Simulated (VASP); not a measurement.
Input of a VASP 6.6.1 run:

The input INCAR:

```
PREC     = Accurate       # precision mode
ENCUT    = 520            # plane-wave cutoff, eV
EDIFF    = 1E-6           # SCF threshold, eV
ISMEAR   = -1             # smearing method
SIGMA    = 0.06           # smearing width, eV
LREAL    = F              # projectors in reciprocal space
LASPH    = T              # aspherical terms in the spheres
NELM     = 80             # most SCF steps
ALGO     = Normal         # electronic algorithm
ISIF     = 2              # what is computed and relaxed
LWAVE    = F              # write WAVECAR
LCHARG   = F              # write CHGCAR
GGA      = PE             # functional
NBANDS   = 16             # bands
```

KPOINTS

```
Automatic mesh
0
Gamma
  5 5 5
```

Contents of POSCAR:

```
GaN
1.0
    0.0000000000      2.2535006075      2.2535006075
    2.2535006075      0.0000000000      2.2535006075
    2.2535006075      2.2535006075      0.0000000000
Ga N
1 1
Direct
    0.0000000000      0.0000000000      0.0000000000
    0.2500000000      0.2500000000      0.2500000000
```

Potentials or basis: VASP PAW PBE potentials, release 64 (Ga_d, N).

Run with:

```console
$ cat potpaw_PBE.64/Ga_d/POTCAR potpaw_PBE.64/N/POTCAR > POTCAR
$ mpirun -np 1 vasp_std > vasp.out
```

(1) Predict the band gap on the k mesh.

(2) Predict the pressure.

Results:

(1) 1.72 eV.

(2) 5.0 GPa.

Caveat: the k points lie up to 0.48 Å⁻¹ apart.
